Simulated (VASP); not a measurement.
Runs of VASP 6.6.1 on Ru. The structure is that of space group P6_3/mmc (No. 194), or close to it. The cells are those of the table. 

```csv
task,cell,k mesh,cutoff (eV),gap on the mesh (eV),pressure (GPa)
single point,"a = 2.693, b = 2.693, c = 4.323 Å, angles 90.0, 90.0, 120.0°, 2 atoms",24 × 24 × 12,520,none,(a)
single point,"a = 2.593, b = 2.593, c = 4.118 Å, angles 90.0, 90.0, 120.0°, 2 atoms",18 × 18 × 10,520,none,(b)
single point,"a = 2.697, b = 2.697, c = 4.265 Å, angles 90.0, 90.0, 120.0°, 2 atoms",18 × 18 × 10,520,none,7.9
single point,"a = 2.666, b = 2.666, c = 4.348 Å, angles 90.0, 90.0, 120.0°, 2 atoms",24 × 24 × 12,520,none,9.4
relaxation of cell and atoms,"relaxed to 60 GPa from a = 2.591, b = 2.591, c = 4.106 Å, angles 90.0, 90.0, 120.0°, 2 atoms",18 × 18 × 10,600,none,60.0
single point,"a = 2.666, b = 2.666, c = 4.341 Å, angles 90.0, 90.0, 120.0°, 2 atoms",24 × 24 × 12,520,none,10.0
single point,"a = 2.711, b = 2.711, c = 4.285 Å, angles 90.0, 90.0, 120.0°, 2 atoms",18 × 18 × 10,520,none,2.9
single point,"a = 2.693, b = 2.693, c = 4.317 Å, angles 90.0, 90.0, 120.0°, 2 atoms",24 × 24 × 12,520,none,4.8
single point,"a = 2.679, b = 2.679, c = 4.241 Å, angles 90.0, 90.0, 120.0°, 2 atoms",18 × 18 × 10,520,none,14.9
relaxation of cell and atoms,"relaxed to 30 GPa from a = 2.646, b = 2.646, c = 4.187 Å, angles 90.0, 90.0, 120.0°, 2 atoms",18 × 18 × 10,600,none,30.0
single point,"a = 2.720, b = 2.720, c = 4.297 Å, angles 90.0, 90.0, 120.0°, 2 atoms",24 × 24 × 12,520,none,-0.1
single point,"a = 2.730, b = 2.730, c = 4.309 Å, angles 90.0, 90.0, 120.0°, 2 atoms",18 × 18 × 10,520,none,-3.1
```

Alike in all rows: level PBE; potentials or basis VASP PAW PBE potentials, release 64 (Ru_pv); no spin polarisation; smearing gaussian 0.1 eV.

**Question.** Estimate the missing entries.

**Answer.** (a) 4.4; (b) 60.2.

Caveats: the cell stands under pressure (at least some runs); the cell is relaxed towards a set pressure, so the run minimises the enthalpy, not the energy (at least some runs); the cell stands under tension (at least some runs).

A k mesh can miss the band edges, and the runs leave out spin-orbit coupling on Ru.

A gap of «none» marks levels without a gap at the run's occupations.
